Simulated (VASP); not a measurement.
# BeAl3 (I4/mmm) in VASP: a series of runs

Runs on BeAl3. Level: r2SCAN. Tasks: single point.

All numbers are computed with VASP 6.6.1; they aren't measurements. Logs are shortened: lines on timing, memory, paths and dates and some standing lists are left out, and cuts for length are marked.

## Step 1: The cell of the first run

It takes space group I4/mmm (No. 139, tetragonal). The conventional cell has a = 3.884 Å, b = 3.884 Å, c = 7.704 Å, α = 90.00°, β = 90.00°, γ = 90.00°. Al (site symmetry 4/mmm) has 8 Al at 2.74 Å and 4 Be at 2.75 Å within 3.6 Å. Within 3.6 Å of Al (site symmetry -4m2) lie 8 Al at 2.74 to 2.75 Å and 4 Be at 2.74 Å. Within 3.6 Å of Be (site symmetry 4/mmm) lie 12 Al at 2.74 to 2.75 Å.

## Step 2: Single point, r2SCAN

File POSCAR:

```
BeAl3
1.0
   -1.9421910000      1.9421910000      3.8518930000
    1.9421910000     -1.9421910000      3.8518930000
    1.9421910000      1.9421910000     -3.8518930000
Al Be
3 1
Direct
    0.5000000000      0.5000000000      0.0000000000
    0.2500000000      0.7500000000      0.5000000000
    0.7500000000      0.2500000000      0.5000000000
    0.0000000000      0.0000000000      0.0000000000
```

File INCAR.step1:

```
SYSTEM = BeAl3
ALGO = Normal
EDIFF = 1E-4
ENCUT = 520
GGA = PE
ISMEAR = 0
LASPH = .TRUE.
LCHARG = .FALSE.
LREAL = .FALSE.
LWAVE = .TRUE.
NBANDS = 14
NELM = 80
PREC = Accurate
SIGMA = 0.025
```

File INCAR.step2:

```
SYSTEM = BeAl3
ALGO = Normal
EDIFF = 1E-6
ENCUT = 520
ISIF = 2
ISMEAR = 0
ISTART = 1
LASPH = .TRUE.
LCHARG = .FALSE.
LMIXTAU = .TRUE.
LREAL = .FALSE.
LWAVE = .FALSE.
METAGGA = R2SCAN
NBANDS = 14
NELM = 80
PREC = Accurate
SIGMA = 0.025
```

File KPOINTS:

```
k-points
0
G
  8 8 8
  0 0 0
```

Potentials or basis: VASP PAW PBE potentials, release 64 (Al, Be).

Command:

```sh
cat potpaw_PBE.64/Al/POTCAR potpaw_PBE.64/Be/POTCAR > POTCAR
cp INCAR.step1 INCAR
mpirun -np 1 vasp_std > vasp.out
cp INCAR.step2 INCAR
mpirun -np 1 vasp_std > vasp.out
```

OUTCAR:

```text
SYSTEM = BeAl3
   EDIFF = 1E-6
   ENCUT = 520
   ISIF = 2
   ISMEAR = 0
   ISTART = 1
   LASPH = .TRUE.
   LREAL = .FALSE.
   METAGGA = R2SCAN
   NELM = 80
   PREC = Accurate

 ion  position               nearest neighbor table
   1  0.500  0.500  0.000-   2 2.74   3 2.74   2 2.74   3 2.74   2 2.74   3 2.74   2 2.74   3 2.74
                             4 2.75   4 2.75   4 2.75   4 2.75
   2  0.250  0.750  0.500-   4 2.74   1 2.74   1 2.74   4 2.74   1 2.74   4 2.74   4 2.74   1 2.74
                             3 2.75   3 2.75   3 2.75   3 2.75
   3  0.750  0.250  0.500-   1 2.74   4 2.74   1 2.74   4 2.74   1 2.74   4 2.74   1 2.74   4 2.74
                             2 2.75   2 2.75   2 2.75   2 2.75
   4  0.000  0.000  0.000-   3 2.74   2 2.74   2 2.74   3 2.74   2 2.74   3 2.74   3 2.74   2 2.74
                             1 2.75   1 2.75   1 2.75   1 2.75

  LATTYP: Found a body centered tetragonal cell.
 ALAT       =     3.8843820000
 C/A-ratio  =     1.9832719851

  Lattice vectors:

 A1 = (  -1.9421910000,   1.9421910000,   3.8518930000)
 A2 = (   1.9421910000,  -1.9421910000,   3.8518930000)
 A3 = (   1.9421910000,   1.9421910000,  -3.8518930000)

Analysis of symmetry for initial positions (statically):
=====================================================================
 Subroutine PRICEL returns:
 Original cell was already a primitive cell.

 Routine SETGRP: Setting up the symmetry group for a
 body centered tetragonal supercell.

 Subroutine GETGRP returns: Found 16 space group operations
 (whereof 16 operations were pure point group operations)
 out of a pool of 16 trial point group operations.

The static configuration has the point symmetry D_4h.

Analysis of symmetry for dynamics (positions and initial velocities):
=====================================================================
 Subroutine PRICEL returns:
 Original cell was already a primitive cell.

 Routine SETGRP: Setting up the symmetry group for a
 body centered tetragonal supercell.

 Subroutine GETGRP returns: Found 16 space group operations
 (whereof 16 operations were pure point group operations)
 out of a pool of 16 trial point group operations.

The dynamic configuration has the point symmetry D_4h.

 Subroutine INISYM returns: Found 16 space group operations
 (whereof 16 operations are pure point group operations),
 and found     1 'primitive' translations

----------------------------------------------------------------------------------------

[... 104 lines left out ...]
   POTIM  = 0.5000    time-step for ionic-motion
   TEBEG  =    0.0;   TEEND  =   0.0 temperature during run
   PSTRESS=    0.0 pullay stress
   NELECT =      11.0000    total number of electrons
   NUPDOWN=      -1.0000    fix difference up-down
   EMIN   =  10.00;   EMAX   =-10.00  energy-range for DOS
   EFERMI =   0.00;   METHOD = LEGACY
   ISMEAR =     0;   SIGMA  =   0.03  broadening in eV -4-tet -1-fermi 0-gaus
   EFERMI_NEDOS =   21; number of points for ismear=-14 and -15
   IALGO  =     38    algorithm
   IMIX   =      4    mixing-type and parameters
     AMIX     =   0.40;   BMIX     =  1.00
     AMIX_MAG =   1.60;   BMIX_MAG =  1.00
  volume/ion in A,a.u.               =      14.53        98.05
  Fermi-wavevector in a.u.,A,eV,Ry     =   0.939939  1.776227 12.020549  0.883485
  Thomas-Fermi vector in A             =   2.067301
   LORBIT       =      0    0 simple, 1 ext, 2 COOP (PROOUT), +10 PAW based schemes
   METAGGA = R2SCAN    functional components
   LHFCALC =     F    Hartree Fock is set to
   AEXX    =    0.0000 exact exchange contribution
   IVDW    =     0    specifies the selected vdW correction
   LEPSILON=     F    determine dielectric tensor
   LRPA    =     F    only Hartree local field effects (RPA)
 non-spin polarized calculation
 Gauss-broadening in eV      SIGMA  =   0.03
  energy-cutoff  :      520.00
  volume of cell :       58.12
 maximum number of plane-waves:      1575
   NGX = 17   NGY = 17   NGZ = 17

 number of electron      11.0000000 magnetization

 Free energy of the ion-electron system (eV)
  ---------------------------------------------------
  ext. energy  EPLUGINS =         0.00000000
  ---------------------------------------------------
  free energy    TOTEN  =       -23.94730644 eV

  energy without entropy =      -23.94649967  energy(sigma->0) =      -23.94690306

 E-fermi :   7.7123     XC(G=0): -10.9170

 val. band max:        7.7080121563   @ k =  -0.2500   0.3750   0.2500
 cond. band min:       7.7269963714   @ k =   0.2500   0.2500   0.0000
 fundamental gap:      0.0189842151
 Fermi energy:         7.7122741220

 k-point     1 :       0.0000    0.0000    0.0000
  band No.  band energies     occupation
      1      -4.0932      2.00000
      2       4.9712      2.00000
      3       7.1495      2.00000
      4       7.2557      2.00000
      5       7.2557      2.00000
      6       7.3159      2.00000
      7       7.3160      2.00000
      8       7.9119      0.00000
      9       8.8176      0.00000
     10      10.5453      0.00000
     11      10.9884      0.00000
     12      14.4311      0.00000
     13      14.4311      0.00000
     14      14.4592      0.00000
[... 377 lines left out ...]
      1      -0.5737      2.00000
      2      -0.1040      2.00000
      3       4.0657      2.00000
      4       4.1506      2.00000
      5       4.9092      2.00000
      6       5.3940      2.00000
      7       9.3646      0.00000
      8       9.5754      0.00000
      9      13.6406      0.00000
     10      14.3444      0.00000
     11      14.9407      0.00000
     12      15.1058      0.00000
     13      17.9049      0.00000
     14      18.0294      0.00000

 [... further k-points ...]
[... 5 lines left out ...]
  --------------------------------------------------------------------------------------
  -------------------------------------------------------------------------------------
  Total       -0.5983516     -0.5983516     -0.5334060      0.0000000     -0.0000000      0.0000000
  in kB      -16.4948721    -16.4948721    -14.7045052      0.0000000     -0.0000000      0.0000000
  external PRESSURE =     -15.8980831 kB  Pullay stress =       0.0000000 kB

 VOLUME and BASIS-vectors are now :
 -----------------------------------------------------------------------------
  energy-cutoff  :      520.00
  volume of cell :       58.12
      direct lattice vectors                 reciprocal lattice vectors
    -1.942191000  1.942191000  3.851893000     0.000000000  0.257441209  0.129806306
     1.942191000 -1.942191000  3.851893000     0.257441209  0.000000000  0.129806306
     1.942191000  1.942191000 -3.851893000     0.257441209  0.257441209  0.000000000

 POSITION                                       TOTAL-FORCE (eV/Angst)
 -----------------------------------------------------------------------------------
      0.00000      0.00000      3.85189        -0.000000      0.000000     -0.000000
      1.94219      0.00000      1.92595        -0.000000     -0.000000     -0.000000
      0.00000      1.94219      1.92595         0.000000      0.000000      0.000000
      0.00000      0.00000      0.00000        -0.000000      0.000000     -0.000000
 -----------------------------------------------------------------------------------
    total drift:                               -0.000000      0.000000     -0.000000

  FREE ENERGIE OF THE ION-ELECTRON SYSTEM (eV)
  ---------------------------------------------------
  free  energy   TOTEN  =       -23.9473064372 eV

  energy  without entropy=      -23.9464996748  energy(sigma->0) =      -23.94690306
```

OUTCAR.step1:

```text
SYSTEM = BeAl3
   EDIFF = 1E-4
   ENCUT = 520
   GGA = PE
   ISMEAR = 0
[... 641 lines left out ...]
      0.00000      0.00000      3.85189         0.000000     -0.000000      0.000000
      1.94219      0.00000      1.92595         0.000000      0.000000     -0.000000
      0.00000      1.94219      1.92595        -0.000000     -0.000000      0.000000
      0.00000      0.00000      0.00000         0.000000     -0.000000      0.000000
 -----------------------------------------------------------------------------------
    total drift:                               -0.000000     -0.000000     -0.000000

  FREE ENERGIE OF THE ION-ELECTRON SYSTEM (eV)
  ---------------------------------------------------
  free  energy   TOTEN  =       -14.3842991070 eV

  energy  without entropy=      -14.3836152060  energy(sigma->0) =      -14.38395716
```

Run time: 84 s. Hardware: 1 thread of Intel Xeon Platinum 8559C (Emerald Rapids), shared host; peak memory 0.22 GiB.

Results:

- Free energy: -23.9473 eV
- Pressure: -1.6 GPa
- Band gap on the k mesh: zero (an odd number of electrons rules out a gap without spin polarisation)

Caveat: the PAW data sets were made with another functional, which shifts forces and pressure a little.

## Step 3: Single point, r2SCAN

POSCAR is that of step 2.

File INCAR.step1:

```
PREC     = Accurate       # precision mode
ENCUT    = 520            # plane-wave cutoff, eV
ISMEAR   = 0              # smearing method
SIGMA    = 0.01           # smearing width, eV
LREAL    = F              # projectors in reciprocal space
LASPH    = T              # aspherical terms in the spheres
NELM     = 100            # most SCF steps
NBANDS   = 14             # bands
GGA      = PE             # functional
ALGO     = Normal         # electronic algorithm
EDIFF    = 1E-4           # SCF threshold, eV
LWAVE    = T              # write WAVECAR
LCHARG   = F              # write CHGCAR
```

File INCAR.step2:

```
PREC     = Accurate       # precision mode
ENCUT    = 520            # plane-wave cutoff, eV
EDIFF    = 1E-6           # SCF threshold, eV
ISMEAR   = 0              # smearing method
SIGMA    = 0.01           # smearing width, eV
LREAL    = F              # projectors in reciprocal space
LASPH    = T              # aspherical terms in the spheres
NELM     = 100            # most SCF steps
ALGO     = Normal         # electronic algorithm
ISIF     = 2              # what is computed and relaxed
LWAVE    = F              # write WAVECAR
LCHARG   = F              # write CHGCAR
METAGGA  = R2SCAN         # meta-GGA
LMIXTAU  = T            
NBANDS   = 14             # bands
ISTART   = 1
```

File KPOINTS:

```
Automatic mesh
0
Gamma
  8 8 8
```

Potentials or basis: VASP PAW PBE potentials, release 64 (Al, Be).

Command:

```sh
cat potpaw_PBE.64/Al/POTCAR potpaw_PBE.64/Be/POTCAR > POTCAR
cp INCAR.step1 INCAR
mpirun -np 1 vasp_std > vasp.out
cp INCAR.step2 INCAR
mpirun -np 1 vasp_std > vasp.out
```

Wall time 93 s (1 thread of Intel Xeon Platinum 8559C (Emerald Rapids), shared host); peak memory 0.22 GiB.

The run converged. Its results:

```
Free energy            : -23.9469 eV
Pressure               : -1.6 GPa
Band gap on the k mesh : zero (an odd number of electrons rules out a gap without spin polarisation)
```

Stress tensor (GPa, compression positive):
```
-1.72  0.00  0.00
 0.00 -1.72  0.00
 0.00  0.00 -1.35
```

Levels at points of the mesh, in eV from the Fermi level:
```csv
k point,band 2,band 3,band 4,band 5,band 6,band 7,band 8,band 9
"(0.00, 0.00, 0.00)",-2.74,-0.56,-0.46,-0.46,-0.40,-0.40,0.20,1.11
"(0.50, 0.00, 0.00)",-8.41,-3.78,-3.64,0.02,0.28,1.91,2.74,4.50
"(0.50, 0.50, 0.00)",-6.78,-4.99,-4.66,-4.03,-3.32,1.73,2.45,3.96
"(0.50, 0.50, 0.50)",-8.89,-2.87,-2.87,-0.81,-0.69,6.29,6.74,6.74
```

Caveat: the PAW data sets were made with another functional, which shifts forces and pressure a little.

## Step 4: Single point, r2SCAN

POSCAR is that of step 3.

File INCAR.step1:

```
SYSTEM = BeAl3
  PREC = Accurate
  ENCUT = 520
  ISMEAR = 0
  SIGMA = 0.005
  LREAL = .FALSE.
  LASPH = .TRUE.
  NELM = 60
  NBANDS = 14
  GGA = PE
  ALGO = Normal
  EDIFF = 1E-4
  LWAVE = .TRUE.
  LCHARG = .FALSE.
```

File INCAR.step2:

```
SYSTEM = BeAl3
  PREC = Accurate
  ENCUT = 520
  EDIFF = 1E-6
  ISMEAR = 0
  SIGMA = 0.005
  LREAL = .FALSE.
  LASPH = .TRUE.
  NELM = 60
  ALGO = Normal
  ISIF = 2
  LWAVE = .FALSE.
  LCHARG = .FALSE.
  METAGGA = R2SCAN
  LMIXTAU = .TRUE.
  NBANDS = 14
  ISTART = 1
```

File KPOINTS:

```
Automatic mesh
0
G
  8 8 8
  0 0 0
```

Command:

```sh
cat potpaw_PBE.64/Al/POTCAR potpaw_PBE.64/Be/POTCAR > POTCAR
cp INCAR.step1 INCAR
mpirun -np 1 vasp_std > vasp.out
cp INCAR.step2 INCAR
mpirun -np 1 vasp_std > vasp.out
```

Wall time 78 s (1 thread of Intel Xeon Platinum 8559C (Emerald Rapids), shared host); peak memory 0.23 GiB.

Results (log left out):

```
Free energy            : -23.9469 eV
Pressure               : -1.6 GPa
Band gap on the k mesh : zero (an odd number of electrons rules out a gap without spin polarisation)
```

Stress tensor (GPa, compression positive):
```
-1.71  0.00  0.00
 0.00 -1.71  0.00
 0.00  0.00 -1.32
```

Levels at points of the mesh, in eV from the Fermi level:
```
           k point  band 3  band 4  band 5  band 6  band 7  band 8
(0.00, 0.00, 0.00)   -0.56   -0.46   -0.46   -0.39   -0.39    0.20
(0.50, 0.00, 0.00)   -3.77   -3.64    0.02    0.28    1.92    2.75
(0.50, 0.50, 0.00)   -4.99   -4.66   -4.02   -3.32    1.73    2.45
(0.50, 0.50, 0.50)   -2.87   -2.87   -0.81   -0.69    6.29    6.74
```

Caveat: the PAW data sets were made with another functional, which shifts forces and pressure a little.

## Step 5: The runs side by side

| smearing | gap on the mesh (eV) | pressure (GPa) |
| --- | --- | --- |
| gaussian 0.025 eV | none | -1.6 |
| gaussian 0.01 eV | none | -1.6 |
| gaussian 0.005 eV | none | -1.6 |

Alike in all rows: task single point; level r2SCAN; potentials or basis VASP PAW PBE potentials, release 64 (Al, Be); no spin polarisation; cell as given; k mesh 8 × 8 × 8; cutoff (eV) 520.

Caveats: the PAW data sets were made with another functional, which shifts forces and pressure a little.

Absolute energies hang on the potentials; compare differences alone.
